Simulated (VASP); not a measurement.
Runs of VASP 6.6.1 on BaO. The structure is that of space group Fm-3m (No. 225), or close to it. The cells are those of the table. 

```csv
level,cell,k mesh,cutoff (eV),gap on the mesh (eV),pressure (GPa)
PBE,"a = 3.920 Å, angles 60.0°, 2 atoms",8 × 8 × 8,600,1.98,2.8
r2SCAN,"a = 3.881 Å, angles 60.0°, 2 atoms",6 × 6 × 6,660,(b),4.3
r2SCAN,"a = 3.959 Å, angles 60.0°, 2 atoms",6 × 6 × 6,660,2.41,-0.7
r2SCAN,"a = 3.920 Å, angles 60.0°, 2 atoms",6 × 6 × 6,660,2.32,1.6
r2SCAN,"a = 3.840 Å, angles 60.0°, 2 atoms",6 × 6 × 6,660,2.08,(a)
r2SCAN,"a = 3.920 Å, angles 60.0°, 2 atoms",8 × 8 × 8,660,2.32,1.6
PBE,"a = 4.018 Å, angles 60.0°, 2 atoms",6 × 6 × 6,600,2.20,-2.3
r2SCAN,"a = 3.997 Å, angles 60.0°, 2 atoms",6 × 6 × 6,660,2.50,-2.6
```

Alike in all rows: task single point; potentials or basis VASP PAW PBE potentials, release 64 (Ba_sv, O); no spin polarisation; smearing gaussian 0.01 eV.

Question: Estimate the missing entries.

Answer: (a) 7.5; (b) 2.21.

Caveats: spin-orbit coupling is left out, which moves the levels of the heavy elements; the PAW data sets were made with another functional, which shifts forces and pressure a little (at least some runs); the cell stands under pressure (at least some runs).

A k mesh can miss the band edges, and the runs leave out spin-orbit coupling on Ba.
